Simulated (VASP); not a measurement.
Wanted: the native input for a VASP 6.6.1 run.

```yaml
Task: single point
Functional: PBE
Potentials_or_basis: VASP PAW PBE potentials, release 64 (Pb_d, F)
Cutoff: 520 eV
k_mesh: 8 × 8 × 8
Occupations: gaussian, width 0.02 eV
Spin: no spin polarisation
Dipole_correction: no
Further_INCAR_settings: ALGO = Normal; EDIFF = 1e-07; NBANDS = 21
```

The structure of PbF2 lies in POSCAR:

```
PbF2
1.0
    0.0000000000      2.9998549106      2.9998549106
    2.9998549106      0.0000000000      2.9998549106
    2.9998549106      2.9998549106      0.0000000000
Pb F
1 2
Direct
    0.0000000000      0.0000000000      0.0000000000
    0.7500000000      0.7500000000      0.7500000000
    0.2500000000      0.2500000000      0.2500000000
```

One way to write it, as run:

INCAR

```
PREC = Accurate
ENCUT = 520
EDIFF = 1E-7
ISMEAR = 0
SIGMA = 0.02
LREAL = F
LASPH = T
NELM = 80
ALGO = Normal
ISIF = 2
LWAVE = F
LCHARG = T
GGA = PE
LELF = T
LVHAR = T
NBANDS = 21
```

KPOINTS

```
regular mesh
0
Gamma
  8 8 8
```

Potentials or basis: VASP PAW PBE potentials, release 64 (Pb_d, F).

The run is started by

```console
$ cat potpaw_PBE.64/Pb_d/POTCAR potpaw_PBE.64/F/POTCAR > POTCAR
$ mpirun -np 1 vasp_std > vasp.out
```

Results of the run:

```yaml
Pressure: -0.2 GPa
Band_gap_on_the_k_mesh: 4.42 eV, indirect (least direct gap 4.56 eV)
```

Caveat: spin-orbit coupling is left out, which moves the levels of the heavy elements.

Run time: 18 s on 1 thread of Intel(R) Xeon(R) 6975P-C (Granite Rapids), on a shared host, peak memory 0.18 GiB.
